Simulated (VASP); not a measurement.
# Zr3Ag (P4/mmm) in VASP: a series of runs

Runs on Zr3Ag. Level: LDA. Tasks: electric field gradients.

All numbers are computed with VASP 6.6.1; they aren't measurements. Logs are shortened: lines on timing, memory, paths and dates and some standing lists are left out, and cuts for length are marked.

### Step 1. The cell of the first run

Symmetry: P4/mmm, No. 123, tetragonal system. Conventional cell: a = 4.473 Å, b = 4.473 Å, c = 3.905 Å, α = 90.00°, β = 90.00°, γ = 90.00°. Within 4.0 Å of Zr (site symmetry 4/mmm) lie 10 Zr at 2.97 to 3.90 Å and 4 Ag at 3.16 Å. Within 4.0 Å of Zr (site symmetry mmm) lie 10 Zr at 2.97 to 3.90 Å and 4 Ag at 2.97 Å. Ag (site symmetry 4/mmm) has 12 Zr at 2.97 to 3.16 Å and 2 Ag at 3.90 Å within 4.0 Å.

### Step 2. Electric field gradients, LDA (19.53 Å³/atom)

The input, INCAR:

```
SYSTEM = Zr3Ag
  ALGO = Normal
  EDIFF = 1E-8
  ENCUT = 520
  ISIF = 2
  ISMEAR = -1
  LASPH = .True.
  LCHARG = .False.
  LEFG = .True.
  LREAL = .False.
  LWAVE = .False.
  NBANDS = 32
  NELM = 100
  PREC = Accurate
  SIGMA = 0.05
```

The input, KPOINTS:

```
k-points
0
Gamma
  7 7 8
  0 0 0
```

The input, POSCAR:

```
Zr3Ag
1.0
    4.4727901724      0.0000000000      0.0000000000
    0.0000000000      4.4727901724      0.0000000000
    0.0000000000      0.0000000000      3.9046302293
Zr Ag
3 1
Direct
    0.5000000000      0.5000000000      0.0000000000
    0.0000000000      0.5000000000      0.5000000000
    0.5000000000      0.0000000000      0.5000000000
    0.0000000000      0.0000000000      0.0000000000
```

Potentials or basis: VASP PAW LDA potentials, release 64 (Zr_sv, Ag).

Started as:

```sh
> cat potpaw_LDA.64/Zr_sv/POTCAR potpaw_LDA.64/Ag/POTCAR > POTCAR
> mpirun -np 1 vasp_std > vasp.out
```

OUTCAR:

```text
SYSTEM = Zr3Ag
   EDIFF = 1E-8
   ENCUT = 520
   ISIF = 2
   ISMEAR = -1
   LASPH = .True.
   LREAL = .False.
   NELM = 100
   PREC = Accurate

 ion  position               nearest neighbor table
   1  0.500  0.500  0.000-   2 2.97   3 2.97   2 2.97   3 2.97   3 2.97   3 2.97   2 2.97   2 2.97
                             4 3.16   4 3.16   4 3.16   4 3.16
   2  0.000  0.500  0.500-   1 2.97   4 2.97   1 2.97   4 2.97   4 2.97   4 2.97   1 2.97   1 2.97
                             3 3.16   3 3.16   3 3.16   3 3.16
   3  0.500  0.000  0.500-   1 2.97   4 2.97   1 2.97   4 2.97   1 2.97   1 2.97   4 2.97   4 2.97
                             2 3.16   2 3.16   2 3.16   2 3.16
   4  0.000  0.000  0.000-   2 2.97   3 2.97   2 2.97   3 2.97   2 2.97   2 2.97   3 2.97   3 2.97
                             1 3.16   1 3.16   1 3.16   1 3.16

  LATTYP: Found a simple tetragonal cell.
 ALAT       =     4.4727901724
 C/A-ratio  =     0.8729741568

  Lattice vectors:

 A1 = (   4.4727901724,   0.0000000000,   0.0000000000)
 A2 = (   0.0000000000,   4.4727901724,   0.0000000000)
 A3 = (   0.0000000000,   0.0000000000,   3.9046302293)

Analysis of symmetry for initial positions (statically):
=====================================================================
 Subroutine PRICEL returns:
 Original cell was already a primitive cell.

 Routine SETGRP: Setting up the symmetry group for a
 simple tetragonal supercell.

 Subroutine GETGRP returns: Found 16 space group operations
 (whereof 16 operations were pure point group operations)
 out of a pool of 16 trial point group operations.

The static configuration has the point symmetry D_4h.

Analysis of symmetry for dynamics (positions and initial velocities):
=====================================================================
 Subroutine PRICEL returns:
 Original cell was already a primitive cell.

 Routine SETGRP: Setting up the symmetry group for a
 simple tetragonal supercell.

 Subroutine GETGRP returns: Found 16 space group operations
 (whereof 16 operations were pure point group operations)
 out of a pool of 16 trial point group operations.

The dynamic configuration has the point symmetry D_4h.

 Subroutine INISYM returns: Found 16 space group operations
 (whereof 16 operations are pure point group operations),
 and found     1 'primitive' translations

----------------------------------------------------------------------------------------

                                     Primitive cell

  volume of cell :      78.1155

  direct lattice vectors                    reciprocal lattice vectors
     4.472790172  0.000000000  0.000000000     0.223574092  0.000000000  0.000000000
     0.000000000  4.472790172  0.000000000     0.000000000  0.223574092  0.000000000
     0.000000000  0.000000000  3.904630229     0.000000000  0.000000000  0.256106197

  length of vectors
     4.472790172  4.472790172  3.904630229     0.223574092  0.223574092  0.256106197

  position of ions in fractional coordinates (direct lattice)
     0.500000000  0.500000000  0.000000000
     0.000000000  0.500000000  0.500000000
     0.500000000  0.000000000  0.500000000
     0.000000000  0.000000000  0.000000000

  ion indices of the primitive-cell ions
   primitive index   ion index
                 1           1
                 2           2
                 3           3
                 4           4

----------------------------------------------------------------------------------------

 KPOINTS: k-points

Automatic generation of k-mesh.
 Grid dimensions read from file:
 generate k-points for:    7    7    8

 Generating k-lattice:

[... 44 lines left out ...]
   number of dos      NEDOS =    301   number of ions     NIONS =      4
   total plane-waves  NPLWV =  38880
   dimension x,y,z NGX =    36 NGY =   36 NGZ =   30
   dimension x,y,z NGXF=    72 NGYF=   72 NGZF=   60
   ions per type =               3   1
   NGX,Y,Z   is equivalent  to a cutoff of  13.38, 13.38, 12.77 a.u.
   NGXF,Y,Z  is equivalent  to a cutoff of  26.76, 26.76, 25.55 a.u.
 SYSTEM =  Zr3Ag
   PREC   = accura    normal or accurate (medium, high low for compatibility)
   ISTART =      0    job   : 0-new  1-cont  2-samecut
   ICHARG =      2    charge: 1-file 2-atom 10-const
   ISPIN  =      1    spin polarized calculation?
   LNONCOLLINEAR =      F non collinear calculations
   LSORBIT =      F    spin-orbit coupling
   LASPH  =      T    aspherical Exc in radial PAW
   ENCUT  =  520.0 eV  38.22 Ry    6.18 a.u.   8.32  8.32  7.26*2*pi/ulx,y,z
   NELM   =    100;   NELMIN=  2; NELMDL= -5     # of ELM steps
   EDIFF  = 0.1E-07   stopping-criterion for ELM
   LREAL  =      F    real-space projection
   EDIFFG = 0.1E-06   stopping-criterion for IOM
   NSW    =      0    number of steps for IOM
   IBRION =     -1    ionic relax: 0-MD 1-quasi-New 2-CG
   NFREE  =      0    steps in history (QN), initial steepest desc. (CG)
   ISIF   =      2    stress and relaxation
   ISYM   =      2    0-nonsym 1-usesym 2-fastsym
   POTIM  = 0.5000    time-step for ionic-motion
   TEBEG  =    0.0;   TEEND  =   0.0 temperature during run
   PSTRESS=    0.0 pullay stress
   NELECT =      47.0000    total number of electrons
   NUPDOWN=      -1.0000    fix difference up-down
   EMIN   =  10.00;   EMAX   =-10.00  energy-range for DOS
   EFERMI =   0.00;   METHOD = LEGACY
   ISMEAR =    -1;   SIGMA  =   0.05  broadening in eV -4-tet -1-fermi 0-gaus
   EFERMI_NEDOS =   21; number of points for ismear=-14 and -15
   IALGO  =     38    algorithm
   IMIX   =      4    mixing-type and parameters
     AMIX     =   0.40;   BMIX     =  1.00
     AMIX_MAG =   1.60;   BMIX_MAG =  1.00
  volume/ion in A,a.u.               =      19.53       131.79
  Fermi-wavevector in a.u.,A,eV,Ry     =   1.382065  2.611724 25.988537  1.910104
  Thomas-Fermi vector in A             =   2.506791
   LORBIT       =      0    0 simple, 1 ext, 2 COOP (PROOUT), +10 PAW based schemes
   GGA     = CA    functional components
   LHFCALC =     F    Hartree Fock is set to
   AEXX    =    0.0000 exact exchange contribution
   IVDW    =     0    specifies the selected vdW correction
   LEPSILON=     F    determine dielectric tensor
   LRPA    =     F    only Hartree local field effects (RPA)
 non-spin polarized calculation
  energy-cutoff  :      520.00
  volume of cell :       78.12
 maximum number of plane-waves:      2150
 NGX is ok and might be reduce to    36
   NGX = 17   NGY = 17   NGZ = 15

 number of electron      47.0000005 magnetization

 Free energy of the ion-electron system (eV)
  ---------------------------------------------------
  ext. energy  EPLUGINS =         0.00000000
  ---------------------------------------------------
  free energy    TOTEN  =       -31.69547774 eV

  energy without entropy =      -31.65496044  energy(sigma->0) =      -31.67521909

 E-fermi :   9.7687     XC(G=0): -12.0679

 val. band max:        9.7652855376   @ k =   0.2857   0.2857   0.1250
 cond. band min:       9.7728039899   @ k =   0.4286   0.4286   0.5000
 fundamental gap:      0.0075184523
 Fermi energy:         9.7686562818

 k-point     1 :       0.0000    0.0000    0.0000
  band No.  band energies     occupation
      1     -38.3968      2.00000
      2     -38.2084      2.00000
      3     -37.9553      2.00000
      4     -17.0730      2.00000
      5     -17.0730      2.00000
      6     -16.9291      2.00000
[... 829 lines left out ...]
     31      13.8471      0.00000
     32      14.3544      0.00000

 [... further k-points ...]

------------------------ aborting loop because EDIFF is reached ----------------------------------------

  FORCE on cell =-STRESS in cart. coord.  units (eV):
  Direction    XX          YY          ZZ          XY          YZ          ZX
  --------------------------------------------------------------------------------------
  -------------------------------------------------------------------------------------
  Total        0.5000100      0.5000100      1.6851059      0.0000000      0.0000000      0.0000000
  in kB       10.2553937     10.2553937     34.5621562      0.0000000      0.0000000      0.0000000
  external PRESSURE =      18.3576478 kB  Pullay stress =       0.0000000 kB

 VOLUME and BASIS-vectors are now :
 -----------------------------------------------------------------------------
  energy-cutoff  :      520.00
  volume of cell :       78.12
      direct lattice vectors                 reciprocal lattice vectors
     4.472790172  0.000000000  0.000000000     0.223574092  0.000000000  0.000000000
     0.000000000  4.472790172  0.000000000     0.000000000  0.223574092  0.000000000
     0.000000000  0.000000000  3.904630229     0.000000000  0.000000000  0.256106197

 POSITION                                       TOTAL-FORCE (eV/Angst)
 -----------------------------------------------------------------------------------
      2.23640      2.23640      0.00000         0.000000      0.000000      0.000000
      0.00000      2.23640      1.95232         0.000000      0.000000      0.000000
      2.23640      0.00000      1.95232         0.000000      0.000000      0.000000
      0.00000      0.00000      0.00000         0.000000      0.000000      0.000000
 -----------------------------------------------------------------------------------
    total drift:                                0.000000      0.000000      0.000000

  FREE ENERGIE OF THE ION-ELECTRON SYSTEM (eV)
  ---------------------------------------------------
  free  energy   TOTEN  =       -31.6954777408 eV

  energy  without entropy=      -31.6549604420  energy(sigma->0) =      -31.67521909

 Electric field gradients (V/A^2)
---------------------------------------------------------------------
 ion       V_xx      V_yy      V_zz      V_xy      V_xz      V_yz
---------------------------------------------------------------------
   1       0.242     0.242    -0.484     0.000    -0.000     0.000
   2      59.075   -26.971   -32.103     0.000    -0.000     0.000
   3     -26.971    59.075   -32.103     0.000    -0.000     0.000
   4      -2.759    -2.759     5.517    -0.000    -0.000    -0.000
---------------------------------------------------------------------

 Electric field gradients after diagonalization (V/A^2)
 (convention: |V_zz| > |V_xx| > |V_yy|)
----------------------------------------------------------------------
 ion       V_xx      V_yy      V_zz     asymmetry (V_yy - V_xx)/ V_zz
----------------------------------------------------------------------
   1       0.242     0.242    -0.484       0.000
   2     -32.103   -26.971    59.075       0.087
   3     -32.103   -26.971    59.075       0.087
   4      -2.759    -2.759     5.517       0.000
----------------------------------------------------------------------

           NMR quadrupolar parameters

 Cq : quadrupolar parameter    Cq=e*Q*V_zz/h
 eta: asymmetry parameters     (V_yy - V_xx)/ V_zz
 Q  : nuclear electric quadrupole moment in mb (millibarn)
----------------------------------------------------------------------
 ion       Cq(MHz)       eta       Q (mb)
----------------------------------------------------------------------
   1      -0.001       0.000       1.000
   2       0.143       0.087       1.000
   3       0.143       0.087       1.000
   4       0.013       0.000       1.000
----------------------------------------------------------------------
```

It took 55 s on 1 thread of Intel Xeon 6975P-C (Granite Rapids), shared host; peak memory 0.23 GiB.

Results:

| Quantity | Value |
| --- | --- |
| Free energy | -31.6955 eV |
| Pressure | 1.8 GPa |
| Band gap on the k mesh | zero (an odd number of electrons rules out a gap without spin polarisation) |
| Largest electric field gradient by atom | Zr -0.5, +59.1 (each value once); Ag +5.5 V/Å² |

Stress tensor (GPa, compression positive):
```
1.03 0.00 0.00
0.00 1.03 0.00
0.00 0.00 3.46
```

Electric field gradients, principal values (V/Å²):
```tsv
atom	least	middle	greatest (by size)
1 Zr	0.242	0.242	-0.484
2 Zr	-26.971	-32.103	59.075
3 Zr	-26.971	-32.103	59.075
4 Ag	-2.759	-2.759	5.517
```

Caveat: without QUAD_EFG the Cq values of the log hold for a quadrupole moment of 1 mb, not for the nuclei.

[end of part 1 of 2]
